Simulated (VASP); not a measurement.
Wanted: the native input for a VASP 6.6.1 run.

```yaml
Task: single point
Functional: PBE
Potentials_or_basis: VASP PAW PBE potentials, release 64 (Eu, S)
Cutoff: 600 eV
k_mesh: 10 × 10 × 10
Occupations: fermi-dirac, width 0.08 eV
Spin: collinear spin, ferromagnetic start
Starting_moments: "[7.0, 0.0] μB"
Dipole_correction: no
Further_INCAR_settings: ALGO = Normal; EDIFF = 1e-06; NBANDS = 22
```

The structure of EuS (rocksalt type) lies in POSCAR:

```
EuS
1.0
    0.0000000000      2.9045980064      2.9045980064
    2.9045980064      0.0000000000      2.9045980064
    2.9045980064      2.9045980064      0.0000000000
Eu S
1 1
Direct
    0.0000000000      0.0000000000      0.0000000000
    0.5000000000      0.5000000000      0.5000000000
```

These files were run (other wordings do the same):

INCAR

```
SYSTEM = EuS
ALGO = Normal ; EDIFF = 1E-6
ENCUT = 600 ; GGA = PE
GGA_COMPAT = .False. ; ISIF = 2
ISMEAR = -1 ; ISPIN = 2
LASPH = .True. ; LCHARG = .False.
LMAXMIX = 6 ; LORBIT = 11
LREAL = .False. ; LWAVE = .False.
MAGMOM = 7 0 ; NBANDS = 22
NELM = 200 ; PREC = Accurate
SIGMA = 0.08
```

KPOINTS

```
k-points
0
Gamma
  10 10 10
  0 0 0
```

Potentials or basis: VASP PAW PBE potentials, release 64 (Eu, S).

Launch:

```sh
$ cat potpaw_PBE.64/Eu/POTCAR potpaw_PBE.64/S/POTCAR > POTCAR
$ mpirun -np 1 vasp_std > vasp.out
```

It gave:

```
Pressure                                              : 0.9 GPa
Net moment                                            : 6.93 μB per cell
Site moments                                          : Eu +6.55; S -0.07 μB
Valence electrons inside the program's atomic spheres : Eu 14.76; S 3.77
```

Caveat: a cell with one magnetic atom can't hold antiferromagnetic order, which such compounds often take.

It took 7.6 min on 1 thread of Oxide Virtual Turin-like Processor, on a shared host, peak memory 0.28 GiB.
